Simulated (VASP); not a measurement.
# Al (Im-3m) in VASP: settings compared

Al is run at these levels: r2SCAN, r2SCAN0; tasks: single point, relaxation of cell and atoms.

All numbers are computed with VASP 6.6.1; they aren't measurements. Logs are shortened: lines on timing, memory, paths and dates and some standing lists are left out, and cuts for length are marked.

## 1. The cell of the first run

The structure is cubic, space group Im-3m (No. 229). The conventional cell has a = 3.314 Å, b = 3.314 Å, c = 3.314 Å, α = 90.00°, β = 90.00°, γ = 90.00°. Within 3.8 Å of Al (site symmetry m-3m) lie 14 Al at 2.87 to 3.31 Å.

## 2. Single point, r2SCAN (volume scaled by 1.12)

Input file POSCAR:

```
Al
1.0
   -1.6568025441      1.6568025441      1.6568025441
    1.6568025441     -1.6568025441      1.6568025441
    1.6568025441      1.6568025441     -1.6568025441
Al
1
Direct
    0.0000000000      0.0000000000      0.0000000000
```

Input file INCAR.step1:

```
SYSTEM = Al
PREC = Accurate
ENCUT = 520
ISMEAR = -1
SIGMA = 0.1
LREAL = .False.
LASPH = .True.
NELM = 80
NBANDS = 8
GGA = PE
ALGO = Normal
EDIFF = 1E-4
LWAVE = .True.
LCHARG = .False.
```

Input file INCAR.step2:

```
SYSTEM = Al
PREC = Accurate
ENCUT = 520
EDIFF = 1E-6
ISMEAR = -1
SIGMA = 0.1
LREAL = .False.
LASPH = .True.
NELM = 80
ALGO = Normal
ISIF = 2
LWAVE = .False.
LCHARG = .True.
METAGGA = R2SCAN
LMIXTAU = .True.
LELF = .True.
LVHAR = .True.
NBANDS = 8
ISTART = 1
```

Input file KPOINTS:

```
Automatic mesh
0
Gamma
  16 16 16
  0 0 0
```

Potentials or basis: VASP PAW PBE potentials, release 64 (Al).

Started as:

```
cat potpaw_PBE.64/Al/POTCAR > POTCAR
cp INCAR.step1 INCAR
mpirun -np 1 vasp_std > vasp.out
cp INCAR.step2 INCAR
mpirun -np 1 vasp_std > vasp.out
```

OUTCAR:

```text
SYSTEM = Al
   PREC = Accurate
   ENCUT = 520
   EDIFF = 1E-6
   ISMEAR = -1
   LREAL = .False.
   LASPH = .True.
   NELM = 80
   ISIF = 2
   METAGGA = R2SCAN
   ISTART = 1

 ion  position               nearest neighbor table
   1  0.000  0.000  0.000-

  LATTYP: Found a body centered cubic cell.
 ALAT       =     3.3136050882

  Lattice vectors:

 A1 = (  -1.6568025441,   1.6568025441,   1.6568025441)
 A2 = (   1.6568025441,  -1.6568025441,   1.6568025441)
 A3 = (   1.6568025441,   1.6568025441,  -1.6568025441)

Analysis of symmetry for initial positions (statically):
=====================================================================
 Subroutine PRICEL returns:
 Original cell was already a primitive cell.

 Routine SETGRP: Setting up the symmetry group for a
 body centered cubic supercell.

 Subroutine GETGRP returns: Found 48 space group operations
 (whereof 48 operations were pure point group operations)
 out of a pool of 48 trial point group operations.

The static configuration has the point symmetry O_h .

Analysis of symmetry for dynamics (positions and initial velocities):
=====================================================================
 Subroutine PRICEL returns:
 Original cell was already a primitive cell.

 Routine SETGRP: Setting up the symmetry group for a
 body centered cubic supercell.

 Subroutine GETGRP returns: Found 48 space group operations
 (whereof 48 operations were pure point group operations)
 out of a pool of 48 trial point group operations.

The dynamic configuration has the point symmetry O_h .

 Subroutine INISYM returns: Found 48 space group operations
 (whereof 48 operations are pure point group operations),
 and found     1 'primitive' translations

----------------------------------------------------------------------------------------

                                     Primitive cell

  volume of cell :      18.1917

  direct lattice vectors                    reciprocal lattice vectors
    -1.656802544  1.656802544  1.656802544     0.000000000  0.301786113  0.301786113
     1.656802544 -1.656802544  1.656802544     0.301786113  0.000000000  0.301786113
     1.656802544  1.656802544 -1.656802544     0.301786113  0.301786113  0.000000000

  length of vectors
     2.869666184  2.869666184  2.869666184     0.426790014  0.426790014  0.426790014

  position of ions in fractional coordinates (direct lattice)
     0.000000000  0.000000000  0.000000000

  ion indices of the primitive-cell ions
   primitive index   ion index
                 1           1

----------------------------------------------------------------------------------------

 KPOINTS: Automatic mesh

Automatic generation of k-mesh.
 Grid dimensions read from file:
 generate k-points for:   16   16   16

 Generating k-lattice:

  Cartesian coordinates                     Fractional coordinates (reciprocal lattice)
     0.000000000  0.018861632  0.018861632     0.062500000  0.000000000  0.000000000
     0.018861632  0.000000000  0.018861632     0.000000000  0.062500000  0.000000000
     0.018861632  0.018861632  0.000000000     0.000000000  0.000000000  0.062500000

  Length of vectors
     0.026674376  0.026674376  0.026674376

  Shift w.r.t. Gamma in fractional coordinates (k-lattice)
     0.000000000  0.000000000  0.000000000

 Subroutine IBZKPT returns following result:
 ===========================================

 Found    145 irreducible k-points:

 Following reciprocal coordinates:
            Coordinates               Weight
  0.000000  0.000000  0.000000      1.000000
  0.062500  0.000000  0.000000     12.000000
  0.125000  0.000000  0.000000     12.000000
  0.187500  0.000000  0.000000     12.000000
  0.250000  0.000000  0.000000     12.000000
  0.312500  0.000000  0.000000     12.000000
[... 16 lines left out ...]
  0.187500  0.187500  0.000000     24.000000
  0.250000  0.187500 -0.000000     48.000000
 [... further k-points ...]
   k-points           NKPTS =    145   k-points in BZ     NKDIM =    145   number of bands    NBANDS=      8
   number of dos      NEDOS =    301   number of ions     NIONS =      1
   total plane-waves  NPLWV =  13824
   dimension x,y,z NGX =    24 NGY =   24 NGZ =   24
   dimension x,y,z NGXF=    48 NGYF=   48 NGZF=   48
   ions per type =               1
   NGX,Y,Z   is equivalent  to a cutoff of  13.90, 13.90, 13.90 a.u.
   NGXF,Y,Z  is equivalent  to a cutoff of  27.81, 27.81, 27.81 a.u.
 SYSTEM =  Al
   PREC   = accura    normal or accurate (medium, high low for compatibility)
   ISTART =      1    job   : 0-new  1-cont  2-samecut
   ICHARG =      0    charge: 1-file 2-atom 10-const
   ISPIN  =      1    spin polarized calculation?
   LNONCOLLINEAR =      F non collinear calculations
   LSORBIT =      F    spin-orbit coupling
   LASPH  =      T    aspherical Exc in radial PAW
   ENCUT  =  520.0 eV  38.22 Ry    6.18 a.u.   5.34  5.34  5.34*2*pi/ulx,y,z
   NELM   =     80;   NELMIN=  2; NELMDL=  0     # of ELM steps
   EDIFF  = 0.1E-05   stopping-criterion for ELM
   LREAL  =      F    real-space projection
   EDIFFG = 0.1E-04   stopping-criterion for IOM
   NSW    =      0    number of steps for IOM
   IBRION =     -1    ionic relax: 0-MD 1-quasi-New 2-CG
   NFREE  =      0    steps in history (QN), initial steepest desc. (CG)
   ISIF   =      2    stress and relaxation
   ISYM   =      2    0-nonsym 1-usesym 2-fastsym
   POTIM  = 0.5000    time-step for ionic-motion
   TEBEG  =    0.0;   TEEND  =   0.0 temperature during run
   PSTRESS=    0.0 pullay stress
   NELECT =       3.0000    total number of electrons
   NUPDOWN=      -1.0000    fix difference up-down
   EMIN   =  10.00;   EMAX   =-10.00  energy-range for DOS
   EFERMI =   0.00;   METHOD = LEGACY
   ISMEAR =    -1;   SIGMA  =   0.10  broadening in eV -4-tet -1-fermi 0-gaus
   EFERMI_NEDOS =   21; number of points for ismear=-14 and -15
   IALGO  =     38    algorithm
   IMIX   =      4    mixing-type and parameters
     AMIX     =   0.40;   BMIX     =  1.00
     AMIX_MAG =   1.60;   BMIX_MAG =  1.00
  volume/ion in A,a.u.               =      18.19       122.76
  Fermi-wavevector in a.u.,A,eV,Ry     =   0.897755  1.696511 10.965806  0.805964
  Thomas-Fermi vector in A             =   2.020379
   LORBIT       =      0    0 simple, 1 ext, 2 COOP (PROOUT), +10 PAW based schemes
   METAGGA = R2SCAN    functional components
   LHFCALC =     F    Hartree Fock is set to
   AEXX    =    0.0000 exact exchange contribution
   IVDW    =     0    specifies the selected vdW correction
   LEPSILON=     F    determine dielectric tensor
   LRPA    =     F    only Hartree local field effects (RPA)
 non-spin polarized calculation
  energy-cutoff  :      520.00
  volume of cell :       18.19
 maximum number of plane-waves:       498
 NGX is ok and might be reduce to    24
   NGX = 11   NGY = 11   NGZ = 11

 number of electron       3.0000000 magnetization

 Free energy of the ion-electron system (eV)
  ---------------------------------------------------
  ext. energy  EPLUGINS =         0.00000000
  ---------------------------------------------------
  free energy    TOTEN  =        -6.57367300 eV

  energy without entropy =       -6.55752065  energy(sigma->0) =       -6.56559683

 E-fermi :   7.0262     XC(G=0): -10.5700

 val. band max:        6.9928682161   @ k =   0.3125   0.0625   0.0625
 cond. band min:       7.0359890588   @ k =   0.2500   0.2500   0.0625
 fundamental gap:      0.0431208427
 Fermi energy:         7.0262362759

 k-point     1 :       0.0000    0.0000    0.0000
  band No.  band energies     occupation
      1      -4.1389      2.00000
      2      20.5001      0.00000
      3      20.5001      0.00000
      4      20.5002      0.00000
      5      21.5038      0.00000
      6      21.5038      0.00000
      7      21.5039      0.00000
      8      23.5691      0.00000

 k-point     2 :       0.0625    0.0000    0.0000
  band No.  band energies     occupation
      1      -4.0264      2.00000
      2      18.9711      0.00000
      3      19.5348      0.00000
      4      20.0437      0.00000
      5      21.1190      0.00000
      6      22.1744      0.00000
      7      22.6551      0.00000
      8      22.6757      0.00000

 k-point     3 :       0.1250    0.0000    0.0000
  band No.  band energies     occupation
      1      -3.6893      2.00000
      2      16.4912      0.00000
      3      18.3785      0.00000
      4      19.0869      0.00000
      5      20.2628      0.00000
      6      21.5004      0.00000
      7      23.1223      0.00000
      8      23.6639      0.00000

 k-point     4 :       0.1875    0.0000    0.0000
  band No.  band energies     occupation
      1      -3.1290      2.00000
      2      13.8881      0.00000
      3      17.3827      0.00000
      4      18.0771      0.00000
      5      19.3411      0.00000
      6      20.6526      0.00000
      7      23.9251      0.00000
      8      24.0603      0.00000

 k-point     5 :       0.2500    0.0000    0.0000
  band No.  band energies     occupation
      1      -2.3479      2.00000
      2      11.3657      0.00000
      3      16.5661      0.00000
      4      17.1817      0.00000
      5      18.5228      0.00000
      6      19.9139      0.00000
      7      24.6607      0.00000
      8      24.8404      0.00000

 k-point     6 :       0.3125    0.0000    0.0000
  band No.  band energies     occupation
      1      -1.3491      2.00000
      2       8.9887      0.00000
      3      15.9316      0.00000
      4      16.4594      0.00000
      5      17.8641      0.00000
      6      19.3031      0.00000
      7      25.4387      0.00000
      8      25.8987      0.00000

 k-point     7 :       0.3750    0.0000    0.0000
  band No.  band energies     occupation
      1      -0.1370      2.00000
      2       6.7838      1.83731
      3      15.4789      0.00000
      4      15.9337      0.00000
      5      17.3858      0.00000
      6      18.8463      0.00000
      7      26.3629      0.00000
      8      27.0898      0.00000
[... 133 lines left out ...]
 k-point    20 :       0.3125    0.1250    0.0000
  band No.  band energies     occupation
      1       0.1920      2.00000
      2       7.0956      0.66657
      3      12.0645      0.00000
      4      15.2937      0.00000
      5      19.1089      0.00000
      6      21.8083      0.00000
      7      24.4363      0.00000
      8      28.4701      0.00000

 k-point    21 :       0.3750    0.1250    0.0000
  band No.  band energies     occupation
      1       1.6062      2.00000
      2       5.0868      2.00000
      3      11.7569      0.00000
      4      15.0034      0.00000
      5      18.8179      0.00000
      6      21.7040      0.00000
      7      25.4529      0.00000
      8      28.1037      0.00000

 k-point    22 :       0.4375    0.1250   -0.0000
  band No.  band energies     occupation
      1       3.0205      2.00000
      2       3.4738      2.00000
      3      11.6543      0.00000
      4      14.9062      0.00000
      5      18.7201      0.00000
      6      21.6542      0.00000
      7      26.3307      0.00000
      8      27.2687      0.00000

 k-point    23 :       0.1875    0.1875    0.0000
  band No.  band energies     occupation
      1      -1.1280      2.00000
      2      10.6094      0.00000
      3      11.0956      0.00000
      4      15.7107      0.00000
      5      20.8458      0.00000
      6      21.0361      0.00000
      7      25.4523      0.00000
      8      25.8565      0.00000

 k-point    24 :       0.2500    0.1875   -0.0000
  band No.  band energies     occupation
      1      -0.0271      2.00000
      2       8.5366      0.00000
      3      10.2775      0.00000
      4      15.1457      0.00000
      5      20.4202      0.00000
      6      21.8202      0.00000
      7      25.2963      0.00000
      8      27.4107      0.00000

 [... further k-points ...]

------------------------ aborting loop because EDIFF is reached ----------------------------------------

  FORCE on cell =-STRESS in cart. coord.  units (eV):
  Direction    XX          YY          ZZ          XY          YZ          ZX
  --------------------------------------------------------------------------------------
  -------------------------------------------------------------------------------------
  Total       -0.8597645     -0.8597645     -0.8597645     -0.0000000     -0.0000000      0.0000000
  in kB      -75.7212587    -75.7212587    -75.7212587     -0.0000000     -0.0000000      0.0000000
  external PRESSURE =     -75.7212587 kB  Pullay stress =       0.0000000 kB

 VOLUME and BASIS-vectors are now :
 -----------------------------------------------------------------------------
  energy-cutoff  :      520.00
  volume of cell :       18.19
      direct lattice vectors                 reciprocal lattice vectors
    -1.656802544  1.656802544  1.656802544     0.000000000  0.301786113  0.301786113
     1.656802544 -1.656802544  1.656802544     0.301786113  0.000000000  0.301786113
     1.656802544  1.656802544 -1.656802544     0.301786113  0.301786113  0.000000000

 POSITION                                       TOTAL-FORCE (eV/Angst)
 -----------------------------------------------------------------------------------
      0.00000      0.00000      0.00000         0.000000      0.000000      0.000000
 -----------------------------------------------------------------------------------
    total drift:                                0.000000      0.000000      0.000000

  FREE ENERGIE OF THE ION-ELECTRON SYSTEM (eV)
  ---------------------------------------------------
  free  energy   TOTEN  =        -6.5736730016 eV

  energy  without entropy=       -6.5575206533  energy(sigma->0) =       -6.56559683
```

Wall time 35 s (1 thread of Intel Xeon Platinum 8259CL at 2.50GHz (Skylake/Cascade Lake), shared host); peak memory 0.14 GiB.

What came out:

```yaml
Free_energy: -6.5737 eV
Pressure: -7.6 GPa
```

Levels at points of the mesh, in eV from the Fermi level:
```csv
k point,band 1,band 2,band 3,band 4
"(0.00, 0.00, 0.00)",-11.17,13.47,13.47,13.47
"(0.50, 0.00, 0.00)",-4.32,-3.88,8.09,8.48
"(0.50, 0.50, 0.50)",1.86,1.86,1.86,3.15
```

Caveat: the PAW data sets were made with another functional, which shifts forces and pressure a little.

[end of part 1 of 2]
